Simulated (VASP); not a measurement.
Wanted: the native input for a VASP 6.6.1 run.

| Quantity | Value |
| --- | --- |
| Task | single point |
| Functional | PBE |
| Potentials or basis | VASP PAW PBE potentials, release 64 (Co, O) |
| Cutoff | 520 eV |
| k mesh | 10 × 10 × 10 |
| Occupations | fermi-dirac, width 0.05 eV |
| Spin | collinear spin, ferromagnetic start |
| Starting moments | [1.0, 0.0] μB |
| Fixed moment | 1 μB |
| Dipole correction | no |
| Further INCAR settings | ALGO = Normal; EDIFF = 1e-06; NBANDS = 18 |

The structure of CoO lies in POSCAR:

```
CoO
1.0
   -1.5080000000      1.5080000000      2.1072475377
    1.5080000000     -1.5080000000      2.1072475377
    1.5080000000      1.5080000000     -2.1072475377
Co O
1 1
Direct
    0.0000000000      0.0000000000      0.0000000000
    0.5000000000      0.5000000000      0.0000000000
```

These files were run (other wordings do the same):

INCAR

```
SYSTEM = CoO
PREC = Accurate ; ENCUT = 520
EDIFF = 1E-6 ; ISMEAR = -1
SIGMA = 0.05 ; LREAL = .False.
LASPH = .True. ; NELM = 150
ALGO = Normal ; ISIF = 2
LWAVE = .False. ; LCHARG = .True.
ISPIN = 2 ; MAGMOM = 1 0
LORBIT = 11 ; NUPDOWN = 1.0
LMAXMIX = 4 ; GGA = PE
LELF = .True. ; LVHAR = .True.
NBANDS = 18
```

KPOINTS

```
Automatic mesh
0
Gamma
  10 10 10
  0 0 0
```

Potentials or basis: VASP PAW PBE potentials, release 64 (Co, O).

Command:

```console
$ cat potpaw_PBE.64/Co/POTCAR potpaw_PBE.64/O/POTCAR > POTCAR
$ mpirun -np 1 vasp_std > vasp.out
```

Results of the run:

The pressure is -14.3 GPa and the net moment is 1.00 μB per cell. The site moments are Co +1.02; O -0.03 μB. The valence electrons inside the program's atomic spheres are Co 7.90; O 4.93.

Caveat: the cell stands under tension; the total moment is fixed, so each spin has its own Fermi level and the state may be an excited one; a cell with one magnetic atom can't hold antiferromagnetic order, which such compounds often take.

It took 57 s on 1 thread of Intel(R) Xeon(R) Platinum 8488C (Sapphire Rapids), with other jobs on the host, peak memory 0.18 GiB.
